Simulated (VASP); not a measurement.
# Ge (R-3) in VASP: a series of runs

The runs below take Ge through single point, with LDA.

All numbers are computed with VASP 6.6.1; they aren't measurements. Logs are shortened: lines on timing, memory, paths and dates and some standing lists are left out, and cuts for length are marked.

### 1 The cell of the first run

Symmetry: R-3, No. 148, trigonal system. Conventional cell: a = 9.272 Å, b = 9.272 Å, c = 6.366 Å, α = 90.00°, β = 90.00°, γ = 120.00°. Ge (site symmetry 3) has 4 Ge at 2.34 to 2.75 Å within 3.1 Å. Ge (site symmetry 1) has 4 Ge at 2.34 to 2.57 Å within 3.1 Å.

### 2 Single point, LDA

Contents of INCAR:

```
ALGO = Normal
EDIFF = 1E-6
ENCUT = 520
GGA = CA
ISIF = 2
ISMEAR = 0
LASPH = T
LCHARG = F
LREAL = F
LWAVE = F
NBANDS = 66
NELM = 80
PREC = Accurate
SIGMA = 0.15
```

Contents of KPOINTS:

```
k-points
0
Gamma
  9 9 9
```

Contents of POSCAR:

```
Ge
1.0
    4.6361000000      2.6766535830      2.1219333333
   -4.6361000000      2.6766535830      2.1219333333
    0.0000000000     -5.3533071660      2.1219333333
Ge
8
Direct
    0.7160372198      0.7160372198      0.7160372198
    0.2839627802      0.2839627802      0.2839627802
    0.0289443365      0.7253625346      0.5322921793
    0.5322921793      0.0289443365      0.7253625346
    0.7253625346      0.5322921793      0.0289443365
    0.9710556635      0.2746374654      0.4677078207
    0.4677078207      0.9710556635      0.2746374654
    0.2746374654      0.4677078207      0.9710556635
```

Potentials or basis: VASP PAW LDA potentials, release 64 (Ge_d).

On the command line:

```console
cat potpaw_LDA.64/Ge_d/POTCAR > POTCAR
mpirun -np 1 vasp_std > vasp.out
```

OUTCAR:

```text
EDIFF = 1E-6
   ENCUT = 520
   GGA = CA
   ISIF = 2
   ISMEAR = 0
   LASPH = T
   LREAL = F
   NELM = 80
   PREC = Accurate

 ion  position               nearest neighbor table
   1  0.716  0.716  0.716-   4 2.34   3 2.34   5 2.34   2 2.75
   2  0.284  0.284  0.284-   7 2.34   6 2.34   8 2.34   1 2.75
   3  0.029  0.725  0.532-   1 2.34   6 2.41   4 2.57   5 2.57
   4  0.532  0.029  0.725-   1 2.34   7 2.41   5 2.57   3 2.57
   5  0.725  0.532  0.029-   1 2.34   8 2.41   4 2.57   3 2.57
   6  0.971  0.275  0.468-   2 2.34   3 2.41   7 2.57   8 2.57
   7  0.468  0.971  0.275-   2 2.34   4 2.41   8 2.57   6 2.57
   8  0.275  0.468  0.971-   2 2.34   5 2.41   7 2.57   6 2.57

  LATTYP: Found a trigonal (rhomboedric) cell.
 ALAT       =     5.7585153195
 COS(alpha) =    -0.2963268987

  Lattice vectors:

 A1 = (   4.6361000000,   2.6766535830,   2.1219333333)
 A2 = (  -4.6361000000,   2.6766535830,   2.1219333333)
 A3 = (   0.0000000000,  -5.3533071660,   2.1219333333)

Analysis of symmetry for initial positions (statically):
=====================================================================
 Subroutine PRICEL returns:
 Original cell was already a primitive cell.

 Routine SETGRP: Setting up the symmetry group for a
 trigonal (rhombohedral) supercell.

 Subroutine GETGRP returns: Found  6 space group operations
 (whereof  6 operations were pure point group operations)
 out of a pool of 12 trial point group operations.

The static configuration has the point symmetry S_6 .

Analysis of symmetry for dynamics (positions and initial velocities):
=====================================================================
 Subroutine PRICEL returns:
 Original cell was already a primitive cell.

 Routine SETGRP: Setting up the symmetry group for a
 trigonal (rhombohedral) supercell.

 Subroutine GETGRP returns: Found  6 space group operations
 (whereof  6 operations were pure point group operations)
 out of a pool of 12 trial point group operations.

The dynamic configuration has the point symmetry S_6 .

 Subroutine INISYM returns: Found  6 space group operations
 (whereof  6 operations are pure point group operations),
 and found     1 'primitive' translations

----------------------------------------------------------------------------------------

                                     Primitive cell

  volume of cell :     157.9894

  direct lattice vectors                    reciprocal lattice vectors
     4.636100000  2.676653583  2.121933333     0.107849270  0.062266805  0.157089447
    -4.636100000  2.676653583  2.121933333    -0.107849270  0.062266805  0.157089447
     0.000000000 -5.353307166  2.121933333     0.000000000 -0.124533610  0.157089447

  length of vectors
     5.758515319  5.758515319  5.758515319     0.200463748  0.200463748  0.200463748

  position of ions in fractional coordinates (direct lattice)
     0.716037220  0.716037220  0.716037220
     0.283962780  0.283962780  0.283962780
     0.028944336  0.725362535  0.532292179
     0.532292179  0.028944336  0.725362535
     0.725362535  0.532292179  0.028944336
     0.971055664  0.274637465  0.467707821
     0.467707821  0.971055664  0.274637465
     0.274637465  0.467707821  0.971055664

  ion indices of the primitive-cell ions
   primitive index   ion index
                 1           1
                 2           2
                 3           3
                 4           4
                 5           5
                 6           6
                 7           7
                 8           8

----------------------------------------------------------------------------------------

 KPOINTS: k-points

Automatic generation of k-mesh.
 Grid dimensions read from file:
 generate k-points for:    9    9    9

 Generating k-lattice:

  Cartesian coordinates                     Fractional coordinates (reciprocal lattice)
     0.011983252  0.006918534  0.017454383     0.111111111 -0.000000000  0.000000000
    -0.011983252  0.006918534  0.017454383    -0.000000000  0.111111111  0.000000000
     0.000000000 -0.013837068  0.017454383     0.000000000  0.000000000  0.111111111

  Length of vectors
     0.022273750  0.022273750  0.022273750

  Shift w.r.t. Gamma in fractional coordinates (k-lattice)
     0.000000000  0.000000000  0.000000000

 Subroutine IBZKPT returns following result:
 ===========================================

 Found    125 irreducible k-points:

 Following reciprocal coordinates:
            Coordinates               Weight
  0.000000  0.000000  0.000000      1.000000
  0.111111  0.000000  0.000000      6.000000
  0.222222  0.000000  0.000000      6.000000
  0.333333  0.000000  0.000000      6.000000
  0.444444  0.000000  0.000000      6.000000
  0.111111  0.111111  0.000000      6.000000
[... 16 lines left out ...]
  0.444444  0.222222  0.000000      6.000000
 -0.444444  0.000000 -0.222222      6.000000
 [... further k-points ...]
   k-points           NKPTS =    125   k-points in BZ     NKDIM =    125   number of bands    NBANDS=     66
   number of dos      NEDOS =    301   number of ions     NIONS =      8
   total plane-waves  NPLWV = 110592
   dimension x,y,z NGX =    48 NGY =   48 NGZ =   48
   dimension x,y,z NGXF=    96 NGYF=   96 NGZF=   96
   ions per type =               8
   NGX,Y,Z   is equivalent  to a cutoff of  13.86, 13.86, 13.86 a.u.
   NGXF,Y,Z  is equivalent  to a cutoff of  27.71, 27.71, 27.71 a.u.
 SYSTEM =  unknown system
   PREC   = accura    normal or accurate (medium, high low for compatibility)
   ISTART =      0    job   : 0-new  1-cont  2-samecut
   ICHARG =      2    charge: 1-file 2-atom 10-const
   ISPIN  =      1    spin polarized calculation?
   LNONCOLLINEAR =      F non collinear calculations
   LSORBIT =      F    spin-orbit coupling
   LASPH  =      T    aspherical Exc in radial PAW
   ENCUT  =  520.0 eV  38.22 Ry    6.18 a.u.  10.71 10.71 10.71*2*pi/ulx,y,z
   NELM   =     80;   NELMIN=  2; NELMDL= -5     # of ELM steps
   EDIFF  = 0.1E-05   stopping-criterion for ELM
   LREAL  =      F    real-space projection
[... 7 lines left out ...]
   TEBEG  =    0.0;   TEEND  =   0.0 temperature during run
   PSTRESS=    0.0 pullay stress
   NELECT =     112.0000    total number of electrons
   NUPDOWN=      -1.0000    fix difference up-down
   EMIN   =  10.00;   EMAX   =-10.00  energy-range for DOS
   EFERMI =   0.00;   METHOD = LEGACY
   ISMEAR =     0;   SIGMA  =   0.15  broadening in eV -4-tet -1-fermi 0-gaus
   EFERMI_NEDOS =   21; number of points for ismear=-14 and -15
   IALGO  =     38    algorithm
   IMIX   =      4    mixing-type and parameters
     AMIX     =   0.40;   BMIX     =  1.00
     AMIX_MAG =   1.60;   BMIX_MAG =  1.00
  volume/ion in A,a.u.               =      19.75       133.27
  Fermi-wavevector in a.u.,A,eV,Ry     =   1.459727  2.758483 28.991318  2.130802
  Thomas-Fermi vector in A             =   2.576260
   LORBIT       =      0    0 simple, 1 ext, 2 COOP (PROOUT), +10 PAW based schemes
   GGA     = CA    functional components
   LHFCALC =     F    Hartree Fock is set to
   AEXX    =    0.0000 exact exchange contribution
   IVDW    =     0    specifies the selected vdW correction
   LEPSILON=     F    determine dielectric tensor
   LRPA    =     F    only Hartree local field effects (RPA)
 non-spin polarized calculation
 Gauss-broadening in eV      SIGMA  =   0.15
  energy-cutoff  :      520.00
  volume of cell :      157.99
 maximum number of plane-waves:      4286
 NGX is ok and might be reduce to    48

 number of electron     112.0000006 magnetization

 Free energy of the ion-electron system (eV)
  ---------------------------------------------------
  ext. energy  EPLUGINS =         0.00000000
  ---------------------------------------------------
  free energy    TOTEN  =       -39.65716411 eV

  energy without entropy =      -39.64109341  energy(sigma->0) =      -39.64912876

 E-fermi :   5.8188     XC(G=0): -11.1239

 val. band max:        5.8029624113   @ k =   0.2222  -0.1111   0.4444
 cond. band min:       5.8250278899   @ k =   0.3333   0.1111   0.0000
 fundamental gap:      0.0220654786
 Fermi energy:         5.8188495569

 k-point     1 :       0.0000    0.0000    0.0000
  band No.  band energies     occupation
      1     -19.1143      2.00000
      2     -19.1143      2.00000
      3     -19.0888      2.00000
      4     -19.0888      2.00000
      5     -19.0772      2.00000
      6     -19.0284      2.00000
[... 58 lines left out ...]
     65      11.6226      0.00000
     66      12.5122      0.00000

 k-point     2 :       0.1111    0.0000    0.0000
  band No.  band energies     occupation
      1     -19.1148      2.00000
      2     -19.1134      2.00000
      3     -19.0890      2.00000
      4     -19.0870      2.00000
      5     -19.0758      2.00000
      6     -19.0315      2.00000
[... 58 lines left out ...]
     65      11.7341      0.00000
     66      11.8612      0.00000

 k-point     3 :       0.2222    0.0000    0.0000
  band No.  band energies     occupation
      1     -19.1160      2.00000
      2     -19.1110      2.00000
      3     -19.0902      2.00000
      4     -19.0828      2.00000
      5     -19.0715      2.00000
      6     -19.0379      2.00000
[... 1438 lines left out ...]
     65      10.6075      0.00000
     66      11.0751      0.00000

 k-point    24 :      -0.4444    0.0000   -0.2222
  band No.  band energies     occupation
      1     -19.1137      2.00000
      2     -19.1037      2.00000
      3     -19.0915      2.00000
      4     -19.0761      2.00000
      5     -19.0596      2.00000
      6     -19.0496      2.00000
[... 58 lines left out ...]
     65      10.5341      0.00000
     66      11.4431      0.00000

 [... further k-points ...]
[... 5 lines left out ...]
  --------------------------------------------------------------------------------------
  -------------------------------------------------------------------------------------
  Total        9.5276341      9.5276341     -9.5398183     -0.0000000      0.0000000      0.0000000
  in kB       96.6201498     96.6201498    -96.7437101     -0.0000001      0.0000000      0.0000000
  external PRESSURE =      32.1655298 kB  Pullay stress =       0.0000000 kB

 VOLUME and BASIS-vectors are now :
 -----------------------------------------------------------------------------
  energy-cutoff  :      520.00
  volume of cell :      157.99
      direct lattice vectors                 reciprocal lattice vectors
     4.636100000  2.676653583  2.121933333     0.107849270  0.062266805  0.157089447
    -4.636100000  2.676653583  2.121933333    -0.107849270  0.062266805  0.157089447
     0.000000000 -5.353307166  2.121933333     0.000000000 -0.124533610  0.157089447

 POSITION                                       TOTAL-FORCE (eV/Angst)
 -----------------------------------------------------------------------------------
      0.00000      0.00000      4.55815         0.000000      0.000000     -0.988292
      0.00000      0.00000      1.80765         0.000000     -0.000000      0.988292
     -3.22866     -0.83051      2.73008         0.088491      0.986551      0.163738
      2.33357     -2.38085      2.73008        -0.898624     -0.416640      0.163738
      0.89509      3.21136      2.73008         0.810133     -0.569911      0.163738
      3.22866      0.83051      3.63572        -0.088491     -0.986551     -0.163738
     -2.33357      2.38085      3.63572         0.898624      0.416640     -0.163738
     -0.89509     -3.21136      3.63572        -0.810133      0.569911     -0.163738
 -----------------------------------------------------------------------------------
    total drift:                               -0.000000      0.000000      0.000000

  FREE ENERGIE OF THE ION-ELECTRON SYSTEM (eV)
  ---------------------------------------------------
  free  energy   TOTEN  =       -39.6571641115 eV

  energy  without entropy=      -39.6410934052  energy(sigma->0) =      -39.64912876
```

Wall time 16 min (1 thread of AMD EPYC 9R45 (Zen 5), shared host); peak memory 0.82 GiB.

What came out:

* Free energy: -39.6572 eV
* Pressure: 3.2 GPa
* Largest force: 1.004 eV/Å
* Band gap on the k mesh: zero (bands 56 and 57 overlap by 0.96 eV)

Forces in eV/Å, atoms in the order of the input:
```
Ge   0.000  0.000 -0.988
Ge   0.000  0.000  0.988
Ge   0.088  0.987  0.164
Ge  -0.899 -0.417  0.164
Ge   0.810 -0.570  0.164
Ge  -0.088 -0.987 -0.164
Ge   0.899  0.417 -0.164
Ge  -0.810  0.570 -0.164
```

Caveat: the stress differs along the axes, from -10 to 10 GPa; forces of over 1 eV/Å act on the atoms, so gaps and moduli don't describe the material at rest.

### 3 Single point, LDA

This run uses another cell than the first one, of the same volume but with other edges.

Contents of INCAR:

```
SYSTEM = Ge
ALGO = Normal ; EDIFF = 1E-7
ENCUT = 520 ; ISIF = 2
ISMEAR = 0 ; LASPH = .True.
LCHARG = .False. ; LREAL = .False.
LWAVE = .False. ; NBANDS = 66
NELM = 100 ; PREC = Accurate
SIGMA = 0.15
```

Contents of KPOINTS:

```
k-points
0
Gamma
  9 9 9
  0 0 0
```

Contents of POSCAR:

```
Ge
1.0
    5.0021000000      2.8879637815      1.8199000000
   -5.0021000000      2.8879637815      1.8199000000
    0.0000000000     -5.7759275630      1.8199000000
Ge
8
Direct
    0.7160372200      0.7160372200      0.7160372200
    0.2839627800      0.2839627800      0.2839627800
    0.0289443367      0.7253625347      0.5322921797
    0.5322921797      0.0289443367      0.7253625347
    0.7253625347      0.5322921797      0.0289443367
    0.9710556633      0.2746374653      0.4677078203
    0.4677078203      0.9710556633      0.2746374653
    0.2746374653      0.4677078203      0.9710556633
```

Potentials or basis: VASP PAW LDA potentials, release 64 (Ge_d).

On the command line:

```console
cat potpaw_LDA.64/Ge_d/POTCAR > POTCAR
mpirun -np 1 vasp_std > vasp.out
```

Wall time 11 min (1 thread of Intel Xeon 6975P-C (Granite Rapids), shared host); peak memory 0.86 GiB.

The run converged. Its results:

| Item | Value |
| --- | --- |
| Free energy | -40.2470 eV |
| Pressure | 1.9 GPa |
| Largest force | 1.123 eV/Å |
| Band gap on the k mesh | zero (bands 56 and 57 overlap by 0.40 eV) |

Forces on the atoms (eV/Å):
```
Ge   0.000  0.000  1.123
Ge   0.000  0.000 -1.123
Ge  -0.022 -0.590  0.005
Ge   0.522  0.276  0.005
Ge  -0.500  0.314  0.005
Ge   0.022  0.590 -0.005
Ge  -0.522 -0.276 -0.005
Ge   0.500 -0.314 -0.005
```

Stress tensor (GPa, compression positive):
```
-2.42  0.00  0.00
 0.00 -2.42  0.00
 0.00  0.00 10.51
```

Levels at points of the mesh, in eV from the Fermi level:
```tsv
k point	band 54	band 55	band 56	band 57	band 58	band 59
(0.00, 0.00, 0.00)	-1.03	-1.03	-0.67	1.74	2.07	2.07
```

Caveat: the stress differs along the axes, from -2 to 11 GPa; semilocal functionals underestimate gaps, and a narrow one can read as zero; forces of over 1 eV/Å act on the atoms, so gaps and moduli don't describe the material at rest.

### 4 Single point, LDA

This run uses another cell than the first one, of 20.10 Å³/atom.

Contents of INCAR:

```
PREC = Accurate
ENCUT = 520
EDIFF = 1E-7
ISMEAR = 0
SIGMA = 0.15
LREAL = False
LASPH = True
NELM = 100
ALGO = Normal
ISIF = 2
LWAVE = False
LCHARG = True
LELF = True
LVHAR = True
NBANDS = 66
```

Contents of KPOINTS:

```
Automatic mesh
0
Gamma
  9 9 9
```

Contents of POSCAR:

```
Ge
1.0
    4.7825000000      2.7611776624      2.0290000000
   -4.7825000000      2.7611776624      2.0290000000
    0.0000000000     -5.5223553248      2.0290000000
Ge
8
Direct
    0.7160372198      0.7160372198      0.7160372198
    0.2839627802      0.2839627802      0.2839627802
    0.0289443365      0.7253625346      0.5322921793
    0.5322921793      0.0289443365      0.7253625346
    0.7253625346      0.5322921793      0.0289443365
    0.9710556635      0.2746374654      0.4677078207
    0.4677078207      0.9710556635      0.2746374654
    0.2746374654      0.4677078207      0.9710556635
```

On the command line:

```console
cat potpaw_LDA.64/Ge_d/POTCAR > POTCAR
mpirun -np 1 vasp_std > vasp.out
```

It took 15 min on 1 thread of AMD EPYC 9R45 (Zen 5), shared host; peak memory 0.82 GiB.

Results (log left out):

```
Free energy            : -40.4122 eV
Pressure               : 0.1 GPa
Largest force          : 0.556 eV/Å
Band gap on the k mesh : zero (bands 56 and 57 overlap by 0.62 eV)
```

Forces on the atoms (eV/Å):
```
Ge   0.000  0.000 -0.556
Ge   0.000  0.000  0.556
Ge   0.023  0.413  0.026
Ge  -0.369 -0.186  0.026
Ge   0.346 -0.227  0.026
Ge  -0.023 -0.413 -0.026
Ge   0.369  0.186 -0.026
Ge  -0.346  0.227 -0.026
```

Stress tensor (GPa, compression positive):
```
 3.25  0.00  0.00
 0.00  3.25  0.00
 0.00  0.00 -6.13
```

Levels at points of the mesh, in eV from the Fermi level:
| k point | band 54 | band 55 | band 56 | band 57 | band 58 | band 59 |
| --- | --- | --- | --- | --- | --- | --- |
| (0.00, 0.00, 0.00) | -1.32 | -1.32 | -0.68 | 1.50 | 1.82 | 1.82 |

Caveat: the stress differs along the axes, from -6 to 3 GPa; semilocal functionals underestimate gaps, and a narrow one can read as zero.

### 5 Single point, LDA

This run uses another cell than the first one, of 15.86 Å³/atom.

Contents of INCAR:

```
SYSTEM = Ge
PREC = Accurate
ENCUT = 520
EDIFF = 1E-7
ISMEAR = 0
SIGMA = 0.15
LREAL = .False.
LASPH = .True.
NELM = 80
ALGO = Fast
ISIF = 2
LWAVE = .False.
LCHARG = .False.
GGA = CA
NBANDS = 66
```

Contents of KPOINTS:

```
Automatic mesh
0
Gamma
  9 9 9
  0 0 0
```

Contents of POSCAR:

```
Ge
1.0
    4.6361000000      2.6766535830      1.7037333333
   -4.6361000000      2.6766535830      1.7037333333
    0.0000000000     -5.3533071660      1.7037333333
Ge
8
Direct
    0.7160372200      0.7160372200      0.7160372200
    0.2839627800      0.2839627800      0.2839627800
    0.0289443367      0.7253625347      0.5322921797
    0.5322921797      0.0289443367      0.7253625347
    0.7253625347      0.5322921797      0.0289443367
    0.9710556633      0.2746374653      0.4677078203
    0.4677078203      0.9710556633      0.2746374653
    0.2746374653      0.4677078203      0.9710556633
```

On the command line:

```console
cat potpaw_LDA.64/Ge_d/POTCAR > POTCAR
mpirun -np 1 vasp_std > vasp.out
```

It took 47 min on 1 thread of Oxide Virtual Turin-like, shared host; peak memory 0.65 GiB.

It converged, with:

| Quantity | Value |
| --- | --- |
| Free energy | -37.5578 eV |
| Pressure | 32.7 GPa |
| Largest force | 2.509 eV/Å |
| Band gap on the k mesh | zero (bands 56 and 57 overlap by 0.19 eV) |

Forces on the atoms (eV/Å):
```
Ge   0.000  0.000  2.509
Ge   0.000  0.000 -2.509
Ge  -0.744 -0.806  0.631
Ge   1.070 -0.242  0.631
Ge  -0.326  1.048  0.631
Ge   0.744  0.806 -0.631
Ge  -1.070  0.242 -0.631
Ge   0.326 -1.048 -0.631
```

Stress tensor (GPa, compression positive):
```
25.40  0.00  0.00
 0.00 25.40  0.00
 0.00  0.00 47.31
```

Levels at points of the mesh, in eV from the Fermi level:
```csv
k point,band 52,band 53,band 54,band 55,band 56,band 57,band 58,band 59,band 60,band 61
"(0.00, 0.00, 0.00)",-4.90,-4.90,-1.44,-1.44,-1.06,2.15,2.46,2.46,4.66,5.40
```

Caveat: the stress differs along the axes, from 25 to 47 GPa; semilocal functionals underestimate gaps, and a narrow one can read as zero; forces of over 1 eV/Å act on the atoms, so gaps and moduli don't describe the material at rest.

### 6 Summary

| cell | gap on the mesh (eV) | pressure (GPa) | largest force (eV/Å) |
| --- | --- | --- | --- |
| a = 5.759 Å, angles 107.2°, 8 atoms | none | 3.2 | 1.00 |
| a = 6.056 Å, angles 111.4°, 8 atoms | none | 1.9 | 1.12 |
| a = 5.883 Å, angles 108.8°, 8 atoms | none | 0.1 | 0.56 |
| a = 5.618 Å, angles 111.2°, 8 atoms | none | 32.7 | 2.51 |

Alike in all rows: task single point; level LDA; potentials or basis VASP PAW LDA potentials, release 64 (Ge_d); no spin polarisation; k mesh 9 × 9 × 9; cutoff (eV) 520; smearing gaussian 0.15 eV.

Caveats: forces of over 1 eV/Å act on the atoms, so gaps and moduli don't describe the material at rest (at least some runs); semilocal functionals underestimate gaps, and a narrow one can read as zero (at least some runs); the stress differs along the axes, from -10 to 10 GPa (at least some runs); the stress differs along the axes, from -2 to 11 GPa (at least some runs); the stress differs along the axes, from -6 to 3 GPa (at least some runs); the stress differs along the axes, from 25 to 47 GPa (at least some runs).

Total energies depend on the potentials used, so only differences within one code and one set of settings carry meaning.

The gap in the log of VASP goes by the Fermi energy; the results here count the filled bands.